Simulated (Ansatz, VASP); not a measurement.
## Cs4Zn: VASP beside Ansatz

```
Cs Zn
1.0
    -4.85724    4.85724    4.57204
     4.85724   -4.85724    4.57204
     4.85724    4.85724   -4.57204
Cs Zn
4 1
Direct
  0.43353 0.93353 0.86707
  0.06647 0.56647 0.13293
  0.93353 0.06647 0.50000
  0.56647 0.43353 0.50000
  0.50000 0.50000 0.00000
```

Alike in both runs: functional PBE; k mesh 6 × 6 × 6; occupations gaussian, width 0.1 eV; no spin polarisation.

Ansatz relaxed the structure, and its values are those at the end. VASP's run is a single point on that final structure, the one shown.

```csv
,VASP,Ansatz
version,VASP 6.6.1,Ansatz 0.2.0
potentials or method,"VASP PAW PBE potentials, release 64 (Cs_sv, Zn), cutoff 520 eV","scalar-relativistic, plane waves, PAW"
valence electrons in the cell,48,48
```

```tsv
	VASP	Ansatz	Ansatz less VASP
gap on the k mesh at the Fermi level (eV)	none	none	-
pressure (GPa)	0.0	0.0	+0.01
```

A gap of «none» marks a metal or a gap that the smearing closes.

Neither program's run includes spin-orbit coupling.
